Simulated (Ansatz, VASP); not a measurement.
# One calculation of Au2S3, two programs

Contents of INCAR:

```
SYSTEM = Au2S3
PREC = Accurate
ENCUT = 520
EDIFF = 1E-7
ISMEAR = 0
SIGMA = 0.1
LREAL = .FALSE.
LASPH = .TRUE.
NELM = 150
ALGO = Normal
ISIF = 2
LWAVE = .FALSE.
LCHARG = .TRUE.
ISPIN = 2
MAGMOM = 0 0 0 1 1
LORBIT = 11
LMAXMIX = 4
GGA = PE
IVDW = 12
LELF = .TRUE.
LVHAR = .TRUE.
NBANDS = 32
```

File KPOINTS:

```
Automatic mesh
0
G
  6 6 2
  0 0 0
```

POSCAR

```
Au2S3
1.0
    3.6697144970      0.0000000000      0.0000000000
   -1.8348572485      3.1780659791      0.0000000000
    0.0000000000      0.0000000000      8.0067523640
S Au
3 2
Direct
    0.0000000000      0.0000000000      0.0000000000
    0.3333333333      0.6666666667      0.3489092691
    0.6666666667      0.3333333333      0.6510907309
    0.6666666667      0.3333333333      0.1940565335
    0.3333333333      0.6666666667      0.8059434665
```

Input for Ansatz:

```yaml
crystal:
  lattice:
    - [3.669714497, 0.0, 0.0]
    - [-1.8348572485, 3.1780659791, 0.0]
    - [0.0, 0.0, 8.006752364]
  atoms:
    - { symbol: S, position: [0.0, 0.0, 0.0] }
    - { symbol: S, position: [0.3333333333, 0.6666666667, 0.3489092691] }
    - { symbol: S, position: [0.6666666667, 0.3333333333, 0.6510907309] }
    - { symbol: Au, position: [0.6666666667, 0.3333333333, 0.1940565335], spin: 1.0 }
    - { symbol: Au, position: [0.3333333333, 0.6666666667, 0.8059434665], spin: 1.0 }
basis:
  ecutwfc: 420
kpoints:
  mp_grid: { grid: [6, 6, 2] }
hamiltonian:
  xc: pbe
  dispersion: d3bj
scf:
  occupations: { method: gaussian, width: 0.1 }
  lower_state_search: "off"
output:
  forces: true
  stress: true
  eigenvalues: true
  populations: true
magnetization:
  spin_polarized: true
```

Alike in both runs: task single point; functional PBE; dispersion D3(BJ); k mesh 6 × 6 × 2; occupations gaussian, width 0.1 eV; collinear spin.

```csv
,VASP,Ansatz
version,VASP 6.6.1,Ansatz 0.2.0
potentials or method,"VASP PAW PBE potentials, release 64 (S, Au), cutoff 520 eV","scalar-relativistic, plane waves, PAW"
valence electrons in the cell,40,56
```

```csv
,VASP,Ansatz,Ansatz less VASP
gap on the k mesh at the Fermi level (eV),none,none,-
pressure (GPa),-0.2,0.1,+0.31
"traceless stress, the component that is largest in VASP (GPa)",0.01,-0.06,-0.064
rms of the force components (eV/Å),0.005,0.011,+0.0053
net moment per atom (μB),0.00,0.00,0.000
```

Atom by atom the forces differ by 0.010 eV/Å (rms over components). A gap of «none» marks a metal or a gap that the smearing closes. VASP's potentials hold 40 valence electrons a cell and Ansatz's 56, so a difference there can come from the potentials and not from the codes. Ansatz's warnings: seeded moment not kept.

The k mesh is coarse, so the values compare programs but aren't converged. Neither program's run includes spin-orbit coupling.
